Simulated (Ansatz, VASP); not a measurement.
## Two plane-wave programs on CoSi2

```
Co Si
1.0
     0.00000    2.70029    2.70029
     2.70029    0.00000    2.70029
     2.70029    2.70029    0.00000
Co Si
1 2
Direct
  0.00000 0.00000 0.00000
  0.75000 0.75000 0.75000
  0.25000 0.25000 0.25000
```

Alike in both runs: functional PBE; k mesh 13 × 13 × 13; occupations fermi-dirac, width 0.5 eV; no spin polarisation.

Ansatz relaxed the structure, and its values are those at the end. VASP's run is a single point on that final structure, the one shown.

```csv
,VASP,Ansatz
version,VASP 6.6.1,Ansatz 0.2.0
potentials or method,"VASP PAW PBE potentials, release 64 (Co, Si), cutoff 600 eV",plane-wave PAW DFT
valence electrons in the cell,17,25
```

VASP gave:

```
pressure (GPa) : -0.3
```

Problem. Which values does Ansatz return?

Solution. Pressure (GPa): 0.0.

VASP's potentials hold 17 valence electrons a cell and Ansatz's 25, so a difference there can come from the potentials and not from the codes.
